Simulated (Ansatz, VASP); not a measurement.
**RhC2: VASP beside Ansatz**

INCAR

```
SYSTEM = RhC2
  ALGO = Normal
  EDIFF = 1E-7
  ENCUT = 520
  GGA = PS
  ISIF = 2
  ISMEAR = 0
  LASPH = .True.
  LCHARG = .False.
  LREAL = .False.
  LWAVE = .False.
  NBANDS = 18
  NELM = 100
  PREC = Accurate
  SIGMA = 0.05
```

Contents of KPOINTS:

```
k-points
0
Gamma
  12 12 12
  0 0 0
```

POSCAR

```
RhC2
1.0
    0.0000000000      2.4412493123      2.4412493123
    2.4412493123      0.0000000000      2.4412493123
    2.4412493123      2.4412493123      0.0000000000
Rh C
1 2
Direct
    0.0000000000      0.0000000000      0.0000000000
    0.2500000000      0.2500000000      0.2500000000
    0.7500000000      0.7500000000      0.7500000000
```

Input for Ansatz:

```yaml
crystal:
  lattice:
    - [0.0, 2.4412493123, 2.4412493123]
    - [2.4412493123, 0.0, 2.4412493123]
    - [2.4412493123, 2.4412493123, 0.0]
  atoms:
    - { symbol: Rh, position: [0.0, 0.0, 0.0] }
    - { symbol: C, position: [0.25, 0.25, 0.25] }
    - { symbol: C, position: [0.75, 0.75, 0.75] }
basis:
  ecutwfc: 420
  ecutrho_ratio: 4
kpoints:
  mp_grid: { grid: [12, 12, 12] }
hamiltonian:
  xc: pbesol
scf:
  occupations: { method: gaussian, width: 0.05 }
output:
  forces: true
  stress: true
  eigenvalues: true
```

Alike in both runs: task single point; functional PBEsol; k mesh 12 × 12 × 12; occupations gaussian, width 0.05 eV; no spin polarisation.

|  | VASP | Ansatz |
| --- | --- | --- |
| version | VASP 6.6.1 | Ansatz 0.2.0 |
| potentials or method | VASP PAW PBE potentials, release 64 (Rh_pv, C), cutoff 520 eV | scalar-relativistic, plane waves, PAW |
| valence electrons in the cell | 23 | 25 |

```tsv
	VASP	Ansatz	Ansatz less VASP
gap on the k mesh at the Fermi level (eV)	none	none	-
pressure (GPa)	-0.2	-0.1	+0.05
```

VASP's potentials were made for PBE, not for PBEsol. A gap of «none» marks a metal or a gap that the smearing closes. With one functional, cell and mesh, what is left measures potentials, basis and numerics. VASP's potentials hold 23 valence electrons a cell and Ansatz's 25, so a difference there can come from the potentials and not from the codes.
